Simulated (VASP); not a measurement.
# Re in VASP: further runs, part 2 of 2

VASP 6.6.1. Earlier steps stand in the parts before.

### Step 3. Electric field gradients, PBEsol (zz strain of +1 %)

INCAR reads:

```
ALGO     = Normal         # electronic algorithm
EDIFF    = 1E-8           # SCF threshold, eV
ENCUT    = 520            # plane-wave cutoff, eV
GGA      = PS             # functional
ISIF     = 2              # what is computed and relaxed
ISMEAR   = -1             # smearing method
LASPH    = T              # aspherical terms in the spheres
LCHARG   = F              # write CHGCAR
LEFG     = T            
LREAL    = F              # projectors in reciprocal space
LWAVE    = F              # write WAVECAR
NBANDS   = 10             # bands
NELM     = 80             # most SCF steps
PREC     = Accurate       # precision mode
SIGMA    = 0.05           # smearing width, eV
```

KPOINTS reads:

```
k-points
0
Gamma
  14 14 14
```

POSCAR reads:

```
Re
1.0
    0.0000000000      1.9750000000      1.9947500000
    1.9750000000      0.0000000000      1.9947500000
    1.9750000000      1.9750000000      0.0000000000
Re
1
Direct
    0.0000000000      0.0000000000      0.0000000000
```

Potentials or basis: VASP PAW PBE potentials, release 64 (Re).

Run with:

```
$ cat potpaw_PBE.64/Re/POTCAR > POTCAR
$ mpirun -np 1 vasp_std > vasp.out
```

OUTCAR:

```text
EDIFF = 1E-8
   ENCUT = 520
   GGA = PS
   ISIF = 2
   ISMEAR = -1
   LASPH = T
   LREAL = F
   NELM = 80
   PREC = Accurate

 ion  position               nearest neighbor table
   1  0.000  0.000  0.000-

  LATTYP: Found a body centered tetragonal cell.
 ALAT       =     2.7930717857
 C/A-ratio  =     1.4283556980

  Lattice vectors:

 A1 = (  -1.9750000000,   0.0000000000,   1.9947500000)
 A2 = (   1.9750000000,   0.0000000000,   1.9947500000)
 A3 = (   0.0000000000,   1.9750000000,  -1.9947500000)

Analysis of symmetry for initial positions (statically):
=====================================================================
 Subroutine PRICEL returns:
 Original cell was already a primitive cell.

 Routine SETGRP: Setting up the symmetry group for a
 body centered tetragonal supercell.
[... 494 lines left out ...]
  external PRESSURE =    -219.4098530 kB  Pullay stress =       0.0000000 kB

 VOLUME and BASIS-vectors are now :
 -----------------------------------------------------------------------------
  energy-cutoff  :      520.00
  volume of cell :       15.56
      direct lattice vectors                 reciprocal lattice vectors
     0.000000000  1.975000000  1.994750000    -0.253164557  0.253164557  0.250657977
     1.975000000  0.000000000  1.994750000     0.253164557 -0.253164557  0.250657977
     1.975000000  1.975000000  0.000000000     0.253164557  0.253164557 -0.250657977

 POSITION                                       TOTAL-FORCE (eV/Angst)
 -----------------------------------------------------------------------------------
      0.00000      0.00000      0.00000         0.000000      0.000000      0.000000
 -----------------------------------------------------------------------------------
    total drift:                               -0.000000      0.000000     -0.000000

  FREE ENERGIE OF THE ION-ELECTRON SYSTEM (eV)
  ---------------------------------------------------
  free  energy   TOTEN  =       -13.2305484958 eV

  energy  without entropy=      -13.2206892711  energy(sigma->0) =      -13.22561888

 Electric field gradients (V/A^2)
---------------------------------------------------------------------
 ion       V_xx      V_yy      V_zz      V_xy      V_xz      V_yz
---------------------------------------------------------------------
   1       3.552     3.552    -7.104     0.000     0.000     0.000
---------------------------------------------------------------------

 Electric field gradients after diagonalization (V/A^2)
 (convention: |V_zz| > |V_xx| > |V_yy|)
----------------------------------------------------------------------
 ion       V_xx      V_yy      V_zz     asymmetry (V_yy - V_xx)/ V_zz
----------------------------------------------------------------------
   1       3.552     3.552    -7.104       0.000
----------------------------------------------------------------------

           NMR quadrupolar parameters

 Cq : quadrupolar parameter    Cq=e*Q*V_zz/h
 eta: asymmetry parameters     (V_yy - V_xx)/ V_zz
 Q  : nuclear electric quadrupole moment in mb (millibarn)
----------------------------------------------------------------------
 ion       Cq(MHz)       eta       Q (mb)
----------------------------------------------------------------------
   1      -0.017       0.000       1.000
----------------------------------------------------------------------
```

OSZICAR:

```text
N       E                     dE             d eps       ncg     rms          rms(c)
DAV:   1     0.451477136605E+01    0.45148E+01   -0.33718E+03  7678   0.755E+02
DAV:   2    -0.136296943983E+02   -0.18144E+02   -0.16805E+02  7514   0.163E+02
DAV:   3    -0.140481051665E+02   -0.41841E+00   -0.40547E+00  8058   0.404E+01
DAV:   4    -0.140507186836E+02   -0.26135E-02   -0.26061E-02  8058   0.158E+00
DAV:   5    -0.140507232306E+02   -0.45469E-05   -0.45455E-05  7098   0.313E-02    0.282E+01
DAV:   6    -0.134276658125E+02    0.62306E+00   -0.59111E-01  7724   0.199E+01    0.106E+01
DAV:   7    -0.132373313415E+02    0.19033E+00   -0.38123E-01  7774   0.152E+01    0.897E-01
DAV:   8    -0.132310368299E+02    0.62945E-02   -0.33487E-03  7306   0.478E-01    0.182E-01
DAV:   9    -0.132305437165E+02    0.49311E-03   -0.37563E-04  7320   0.168E-01    0.222E-02
DAV:  10    -0.132305484245E+02   -0.47080E-05   -0.15958E-05  6234   0.354E-02    0.440E-03
DAV:  11    -0.132305486971E+02   -0.27262E-06   -0.26868E-07  5970   0.934E-03    0.135E-03
DAV:  12    -0.132305484868E+02    0.21029E-06   -0.44970E-08  5834   0.465E-03    0.410E-04
DAV:  13    -0.132305484958E+02   -0.89786E-08   -0.60860E-10  3482   0.230E-04
   1 F= -.13230548E+02 E0= -.13225619E+02  d E =-.985922E-02
```

stdout:

```text
POSCAR found type information on POSCAR Re
 POSCAR found :  1 types and       1 ions
 scaLAPACK will be used
 -----------------------------------------------------------------------------
|                                                                             |
|                                                                             |
|     You enforced a specific xc type in the INCAR file but a different       |
|     I HOPE YOU KNOW WHAT YOU ARE DOING!                                     |
|                                                                             |
 -----------------------------------------------------------------------------

 LDA part: xc-table for (Slater+PW92), standard interpolation
 POSCAR, INCAR and KPOINTS ok, starting setup
 FFT: planning ... GRIDC
 FFT: planning ... GRID_SOFT
 FFT: planning ... GRID
 WAVECAR not read
 entering main loop
ion   1
```

Wall time 25 s (1 thread of Intel Xeon 6975P-C, shared host); peak memory 0.18 GiB.

What came out:

```
Free energy : -13.2305 eV
Pressure    : -21.9 GPa
```

Stress tensor (GPa, compression positive):
```
-21.26   0.00   0.00
  0.00 -21.26   0.00
  0.00   0.00 -23.30
```

Electric field gradients, principal values (V/Å²):
```tsv
atom	least	middle	greatest (by size)
1 Re	3.552	3.552	-7.104
```

Caveat: the cell differs from its parent crystal (zz strain of +1 %); without QUAD_EFG the Cq values of the log hold for a quadrupole moment of 1 mb, not for the nuclei; the PAW data sets were made with another functional, which shifts forces and pressure a little; spin-orbit coupling is left out, which moves the levels of the heavy elements.

### Step 4. Electric field gradients, PBEsol

This run uses another cell than the first one, of 15.41 Å³/atom, 1.010 times its volume.

INCAR reads:

```
SYSTEM = Re
PREC = Accurate
ENCUT = 520
EDIFF = 1E-8
ISMEAR = -1
SIGMA = 0.05
LREAL = .False.
LASPH = .True.
NELM = 100
ALGO = Normal
ISIF = 2
LWAVE = .False.
LCHARG = .False.
GGA = PS
LEFG = .True.
NBANDS = 10
```

KPOINTS reads:

```
Automatic mesh
0
Gamma
  14 14 14
  0 0 0
```

POSCAR reads:

```
Re
1.0
    0.0000000000      1.9750000000      1.9750000000
    1.9750000000      0.0000000000      1.9750000000
    1.9750000000      1.9750000000      0.0000000000
Re
1
Direct
    0.0000000000      0.0000000000      0.0000000000
```

Potentials or basis: VASP PAW PBE potentials, release 64 (Re).

Run with:

```
$ cat potpaw_PBE.64/Re/POTCAR > POTCAR
$ mpirun -np 1 vasp_std > vasp.out
```

OUTCAR:

```text
SYSTEM = Re
   PREC = Accurate
   ENCUT = 520
   EDIFF = 1E-8
   ISMEAR = -1
   LREAL = .False.
   LASPH = .True.
   NELM = 100
   ISIF = 2
   GGA = PS

 ion  position               nearest neighbor table
   1  0.000  0.000  0.000-

  LATTYP: Found a face centered cubic cell.
 ALAT       =     3.9500000000

  Lattice vectors:

 A1 = (   0.0000000000,   1.9750000000,   1.9750000000)
 A2 = (   1.9750000000,   0.0000000000,   1.9750000000)
 A3 = (   1.9750000000,   1.9750000000,   0.0000000000)

[... 516 lines left out ...]
    total drift:                               -0.000000      0.000000     -0.000000

  FREE ENERGIE OF THE ION-ELECTRON SYSTEM (eV)
  ---------------------------------------------------
  free  energy   TOTEN  =       -13.2507446107 eV

  energy  without entropy=      -13.2408623238  energy(sigma->0) =      -13.24580347

 Electric field gradients (V/A^2)
---------------------------------------------------------------------
 ion       V_xx      V_yy      V_zz      V_xy      V_xz      V_yz
---------------------------------------------------------------------
   1      -0.000    -0.000     0.000     0.000     0.000     0.000
---------------------------------------------------------------------

 Electric field gradients after diagonalization (V/A^2)
 (convention: |V_zz| > |V_xx| > |V_yy|)
----------------------------------------------------------------------
 ion       V_xx      V_yy      V_zz     asymmetry (V_yy - V_xx)/ V_zz
----------------------------------------------------------------------
   1      -0.000    -0.000     0.000       0.000
----------------------------------------------------------------------

           NMR quadrupolar parameters

 Cq : quadrupolar parameter    Cq=e*Q*V_zz/h
 eta: asymmetry parameters     (V_yy - V_xx)/ V_zz
 Q  : nuclear electric quadrupole moment in mb (millibarn)
----------------------------------------------------------------------
 ion       Cq(MHz)       eta       Q (mb)
----------------------------------------------------------------------
   1       0.000       0.000       1.000
----------------------------------------------------------------------
```

OSZICAR:

```text
N       E                     dE             d eps       ncg     rms          rms(c)
DAV:   1     0.428813220888E+01    0.42881E+01   -0.34396E+03  3266   0.758E+02
DAV:   2    -0.136819432730E+02   -0.17970E+02   -0.16625E+02  3194   0.161E+02
DAV:   3    -0.140586494453E+02   -0.37671E+00   -0.37028E+00  3396   0.383E+01
DAV:   4    -0.140603849006E+02   -0.17355E-02   -0.17339E-02  3362   0.135E+00
DAV:   5    -0.140603903820E+02   -0.54814E-05   -0.54783E-05  3040   0.349E-02    0.287E+01
DAV:   6    -0.134480684942E+02    0.61232E+00   -0.56710E-01  3278   0.195E+01    0.110E+01
DAV:   7    -0.132574163511E+02    0.19065E+00   -0.37697E-01  3312   0.151E+01    0.855E-01
DAV:   8    -0.132512542842E+02    0.61621E-02   -0.31597E-03  3060   0.448E-01    0.167E-01
DAV:   9    -0.132507398529E+02    0.51443E-03   -0.38479E-04  3108   0.171E-01    0.227E-02
DAV:  10    -0.132507444587E+02   -0.46058E-05   -0.16139E-05  2696   0.377E-02    0.379E-03
DAV:  11    -0.132507447963E+02   -0.33757E-06   -0.31875E-07  2528   0.949E-03    0.147E-03
DAV:  12    -0.132507445853E+02    0.21092E-06   -0.62598E-08  2470   0.574E-03    0.311E-04
DAV:  13    -0.132507446018E+02   -0.16498E-07   -0.10422E-09  1432   0.561E-04    0.105E-04
DAV:  14    -0.132507446107E+02   -0.88134E-08   -0.32368E-10  1342   0.210E-04
   1 F= -.13250745E+02 E0= -.13245803E+02  d E =-.988229E-02
```

Run time: 7.4 s. Hardware: 1 thread of Intel Xeon 6975P-C (Granite Rapids), shared host; peak memory 0.15 GiB.

Results:

| Quantity | Value |
| --- | --- |
| Free energy | -13.2507 eV |
| Pressure | -18.9 GPa |

Caveat: without QUAD_EFG the Cq values of the log hold for a quadrupole moment of 1 mb, not for the nuclei; the PAW data sets were made with another functional, which shifts forces and pressure a little; spin-orbit coupling is left out, which moves the levels of the heavy elements.

### Step 5. Summary

| cell | gap on the mesh (eV) | pressure (GPa) |
| --- | --- | --- |
| a = 2.779, b = 2.779, c = 2.793 Å, angles 59.8, 59.8, 60.3°, 1 atom | none | -15.8 |
| a = 2.807, b = 2.807, c = 2.793 Å, angles 60.2, 60.2, 59.7°, 1 atom | none | -21.9 |
| a = 2.793 Å, angles 60.0°, 1 atom | none | -18.9 |

Alike in all rows: task electric field gradients; level PBEsol; potentials or basis VASP PAW PBE potentials, release 64 (Re); no spin polarisation; k mesh 14 × 14 × 14; cutoff (eV) 520; smearing fermi-dirac 0.05 eV.

Caveats: the PAW data sets were made with another functional, which shifts forces and pressure a little; spin-orbit coupling is left out, which moves the levels of the heavy elements.

Total energies depend on the potentials used, so only differences within one code and one set of settings carry meaning.
